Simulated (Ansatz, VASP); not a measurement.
## Two plane-wave programs on As

The input INCAR:

```
PREC = Accurate
ENCUT = 520
EDIFF = 1E-6
ISMEAR = 0
SIGMA = 0.02
LREAL = False
LASPH = True
NELM = 100
ALGO = Normal
ISIF = 2
LWAVE = False
LCHARG = True
LDIPOL = True
IDIPOL = 3
DIPOL = 0.5 0.5 0.500
GGA = PE
LELF = True
LVHAR = True
LVACPOTAV = True
NBANDS = 12
```

File KPOINTS:

```
regular mesh
0
Gamma
  9 9 1
```

File POSCAR:

```
As
1.0
    3.3810000000      0.0000000000      0.0000000000
   -1.6905000000      2.9280318902      0.0000000000
    0.0000000000      0.0000000000     28.0000000000
As
2
Direct
    0.3333333333      0.6666666667      0.5106428571
    0.6666666667      0.3333333333      0.4893571429
```

Input for Ansatz:

```yaml
crystal:
  lattice:
    - [3.381, 0.0, 0.0]
    - [-1.6905, 2.9280318902, 0.0]
    - [0.0, 0.0, 28.0]
  atoms:
    - { symbol: As, position: [0.3333333333, 0.6666666667, 0.5106428571] }
    - { symbol: As, position: [0.6666666667, 0.3333333333, 0.4893571429] }
  periodic: [true, true, false]
basis:
  ecutwfc: 420
kpoints:
  mp_grid: { grid: [9, 9, 1] }
hamiltonian:
  xc: pbe
scf:
  occupations: { method: gaussian, width: 0.02 }
output:
  forces: true
  stress: true
  eigenvalues: true
```

Alike in both runs: task single point; functional PBE; k mesh 9 × 9 × 1; occupations gaussian, width 0.02 eV; no spin polarisation.

|  | VASP | Ansatz |
| --- | --- | --- |
| version | VASP 6.6.1 | Ansatz 0.2.0 |
| potentials or method | VASP PAW PBE potentials, release 64 (As), cutoff 520 eV | scalar-relativistic, plane waves, PAW |
| valence electrons in the cell | 10 | 30 |

```csv
,VASP,Ansatz,Ansatz less VASP
rms of the force components (eV/Å),4.959,4.883,-0.0758
"work function, face that differs most (eV)",3.71,3.71,+0.001
```

Atom by atom the forces differ by 0.076 eV/Å (rms over components). VASP's potentials hold 10 valence electrons a cell and Ansatz's 30, so a difference there can come from the potentials and not from the codes.
